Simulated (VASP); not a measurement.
SnGe31 (a cell with a defect): single point with PBEsol

System: SnGe31 (a cell with a defect).

```xyz
32
Lattice="-5.6840 5.6840 5.6840 5.6840 -5.6840 5.6840 5.6840 5.6840 -5.6840" Properties=species:S:1:pos:R:3 pbc="T T T"
Sn    0.0000    0.0000    0.0000
Ge    4.1886    4.1886   -4.1886
Ge    4.2624    1.4082   -1.4082
Ge    5.6812    2.8195   -2.8195
Ge    4.2624   -1.4082    1.4082
Ge    5.6840    0.0000    0.0000
Ge    4.1886   -4.1886    4.1886
Ge    5.6812   -2.8195    2.8195
Ge    1.4082    4.2624   -1.4082
Ge    2.8195    5.6812   -2.8195
Ge    1.4954    1.4954    1.4954
Ge    2.8645    2.8645    0.0028
Ge    1.4082   -1.4082    4.2624
Ge    2.8645    0.0028    2.8645
Ge    2.8195   -2.8195    5.6812
Ge    7.1056    1.4082    1.4082
Ge   -1.4082    4.2624    1.4082
Ge    0.0000    5.6840    0.0000
Ge   -1.4082    1.4082    4.2624
Ge    0.0028    2.8645    2.8645
Ge    0.0000    0.0000    5.6840
Ge    4.2757    4.2757    1.4216
Ge    4.2757    1.4216    4.2757
Ge    5.6867    2.8195    2.8195
Ge   -4.1886    4.1886    4.1886
Ge   -2.8195    5.6812    2.8195
Ge   -2.8195    2.8195    5.6812
Ge    1.4082    7.1056    1.4082
Ge    1.4216    4.2757    4.2757
Ge    2.8195    5.6867    2.8195
Ge    1.4082    1.4082    7.1056
Ge    2.8195    2.8195    5.6867
```

```yaml
Program: VASP 6.6.1
Task: single point
Functional: PBEsol
Potentials_or_basis: VASP PAW PBE potentials, release 64 (Sn_d, Ge_d)
Cutoff: 520 eV
k_mesh: 4 × 4 × 4
Occupations: gaussian, width 0.03 eV
Spin: no spin polarisation
Dipole_correction: no
Further_INCAR_settings: LREAL = Auto; ALGO = Normal; EDIFF = 1e-07; NBANDS = 246
```

```
Pressure               : 0.6 GPa
Largest force          : 0.006 eV/Å
Band gap on the k mesh : zero (filled and empty bands touch)
```

Forces on the atoms (eV/Å):
```
Sn   0.000  0.000  0.000
Ge  -0.003 -0.003  0.003
Ge   0.003 -0.001  0.001
Ge  -0.004  0.003 -0.003
Ge   0.003  0.001 -0.001
Ge   0.000  0.000  0.000
Ge  -0.003  0.003 -0.003
Ge  -0.004 -0.003  0.003
Ge  -0.001  0.003  0.001
Ge   0.003 -0.004 -0.003
Ge   0.003  0.003  0.003
Ge  -0.003 -0.003  0.004
Ge  -0.001  0.001  0.003
Ge  -0.003  0.004 -0.003
Ge   0.003 -0.003 -0.004
Ge  -0.003 -0.001 -0.001
Ge   0.001  0.003 -0.001
Ge   0.000  0.000  0.000
Ge   0.001 -0.001  0.003
Ge   0.004 -0.003 -0.003
Ge   0.000  0.000  0.000
Ge   0.001  0.001 -0.003
Ge   0.001 -0.003  0.001
Ge   0.004  0.003  0.003
Ge   0.003 -0.003 -0.003
Ge  -0.003 -0.004  0.003
Ge  -0.003  0.003 -0.004
Ge  -0.001 -0.003 -0.001
Ge  -0.003  0.001  0.001
Ge   0.003  0.004  0.003
Ge  -0.001 -0.001 -0.003
Ge   0.003  0.003  0.004
```

Levels at points of the mesh, in eV from the Fermi level:
```tsv
k point	band 220	band 221	band 222	band 223	band 224	band 225	band 226	band 227	band 228	band 229
(0.00, 0.00, 0.00)	-1.37	-1.37	-0.11	-0.01	-0.01	-0.01	0.63	0.63	0.63	0.64
(0.50, 0.00, 0.00)	-1.77	-1.74	-1.53	-0.45	-0.34	0.99	1.10	1.47	1.47	1.50
(0.50, 0.50, 0.50)	-1.44	-1.44	-1.28	-1.28	-1.28	0.03	0.03	0.03	0.22	0.89
```

Run time: 20 min on 4 MPI ranks on AMD EPYC 7R43 64-Core Processor (Zen 3) (shared host), peak memory 1.5 GiB a rank.

Caveat: the PAW data sets were made with another functional, which shifts forces and pressure a little; spin-orbit coupling is left out, which moves the levels of the heavy elements.
